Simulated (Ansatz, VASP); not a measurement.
InAsS4 in VASP and in Ansatz

```
In As S
1.0
     3.73269    0.00000    0.00000
     0.00000    3.73269    0.00000
     0.00000    0.00000   10.30013
In As S
1 1 4
Direct
  0.00000 0.00000 0.00000
  0.50000 0.50000 0.50000
  0.00000 0.00000 0.60063
  0.50000 0.50000 0.10668
  0.50000 0.50000 0.89332
  0.00000 0.00000 0.39937
```

Change from the starting cell: species swapped into the CeDyC4 type (P4/mmm, No. 123).

Alike in both runs: functional PBE; k mesh 10 × 10 × 4; occupations gaussian, width 0.1 eV; no spin polarisation.

Ansatz relaxed the structure, and its values are those at the end. VASP's run is a single point on that final structure, the one shown.

|  | VASP | Ansatz |
| --- | --- | --- |
| version | VASP 6.6.1 | Ansatz 0.2.0 |
| potentials or method | VASP PAW PBE potentials, release 64 (In_d, As_d, S), cutoff 510 eV | scalar-relativistic, plane waves, PAW |
| valence electrons in the cell | 52 | 52 |

```csv
,VASP,Ansatz,Ansatz less VASP
gap on the k mesh at the Fermi level (eV),none,none,-
pressure (GPa),-0.2,0.0,+0.20
rms of the force components (eV/Å),0.051,0.002,-0.0488
```

A gap of «none» marks a metal or a gap that the smearing closes.
